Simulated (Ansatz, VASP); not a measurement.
## SnO2 in VASP and in Ansatz

INCAR

```
PREC = Accurate
ENCUT = 520
EDIFF = 1E-6
ISMEAR = 0
SIGMA = 0.05
LREAL = False
LASPH = True
NELM = 100
ALGO = Normal
ISIF = 2
LWAVE = False
LCHARG = False
GGA = PE
NBANDS = 35
```

Contents of KPOINTS:

```
Automatic mesh
0
Gamma
  6 6 10
```

File POSCAR:

```
SnO2
1.0
    4.8275742947      0.0000000000      0.0000000000
    0.0000000000      4.8275742947      0.0000000000
    0.0000000000      0.0000000000      3.2381011166
Sn O
2 4
Direct
    0.0000000000      0.0000000000      0.0000000000
    0.5000000000      0.5000000000      0.5000000000
    0.3065775573      0.3065775573      0.0000000000
    0.8065775573      0.2099939122      0.5000000000
    0.1934224427      0.8065775573      0.5000000000
    0.6934224427      0.6934224427      0.0000000000
```

Input for Ansatz:

```yaml
crystal:
  lattice:
    - [4.8275742947, 0.0, 0.0]
    - [0.0, 4.8275742947, 0.0]
    - [0.0, 0.0, 3.2381011166]
  atoms:
    - { symbol: Sn, position: [0.0, 0.0, 0.0] }
    - { symbol: Sn, position: [0.5, 0.5, 0.5] }
    - { symbol: O, position: [0.3065775573, 0.3065775573, 0.0] }
    - { symbol: O, position: [0.8065775573, 0.2099939122, 0.5] }
    - { symbol: O, position: [0.1934224427, 0.8065775573, 0.5] }
    - { symbol: O, position: [0.6934224427, 0.6934224427, 0.0] }
basis:
  ecutwfc: 420
  ecutrho_ratio: 4
kpoints:
  mp_grid: { grid: [6, 6, 10] }
hamiltonian:
  xc: pbe
scf:
  occupations: { method: gaussian, width: 0.05 }
output:
  forces: true
  stress: true
  eigenvalues: true
```

Alike in both runs: task single point; functional PBE; k mesh 6 × 6 × 10; occupations gaussian, width 0.05 eV; no spin polarisation.

|  | VASP | Ansatz |
| --- | --- | --- |
| version | VASP 6.6.1 | Ansatz 0.2.0 |
| potentials or method | VASP PAW PBE potentials, release 64 (Sn_d, O), cutoff 520 eV | scalar-relativistic, plane waves, PAW |
| valence electrons in the cell | 52 | 52 |

|  | VASP | Ansatz | Ansatz less VASP |
| --- | --- | --- | --- |
| gap on the k mesh at the Fermi level (eV) | 0.62 | 0.63 | +0.012 |
| least direct gap on the mesh (eV) | 0.62 | 0.63 | +0.012 |
| pressure (GPa) | 0.4 | -0.2 | -0.60 |
| traceless stress, the component that is largest in VASP (GPa) | -0.45 | -0.44 | +0.009 |
| rms of the force components (eV/Å) | 0.324 | 0.321 | -0.0025 |

Atom by atom the forces differ by 0.008 eV/Å (rms over components).
